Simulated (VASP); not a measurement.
Runs of VASP 6.6.1 on Al2Cu. The structure is that of space group P4/mmm (No. 123), or close to it. The cells are those of the table. 

| cell | further INCAR settings | gap on the mesh (eV) | pressure (GPa) |
| --- | --- | --- | --- |
| a = 4.023, b = 4.023, c = 2.761 Å, 3 atoms | ALGO = Fast; EDIFF = 1e-06; NBANDS = 16 | none | (b) |
| a = 4.023, b = 4.023, c = 2.804 Å, 3 atoms | ALGO = Fast; EDIFF = 1e-06; NBANDS = 16 | none | 5.1 |
| a = 4.145, b = 4.145, c = 2.889 Å, 3 atoms | ALGO = Fast; EDIFF = 1e-06; NBANDS = 16 | none | (a) |
| a = 3.962, b = 3.962, c = 2.932 Å, 3 atoms | ALGO = Fast; EDIFF = 1e-06; NBANDS = 16 | none | 3.7 |
| a = 4.145, b = 4.145, c = 2.932 Å, 3 atoms | ALGO = Fast; EDIFF = 1e-07; NBANDS = 16 | none | -5.0 |

Alike in all rows: task single point; level PBEsol; potentials or basis VASP PAW PBE potentials, release 64 (Al, Cu); no spin polarisation; k mesh 12 × 12 × 16; cutoff (eV) 520; smearing gaussian 0.15 eV.

Question: Estimate the missing entries.

Answer: (a) -4.0; (b) 7.1.

Caveats: the PAW data sets were made with another functional, which shifts forces and pressure a little.

A gap of «none» marks levels without a gap at the run's occupations.
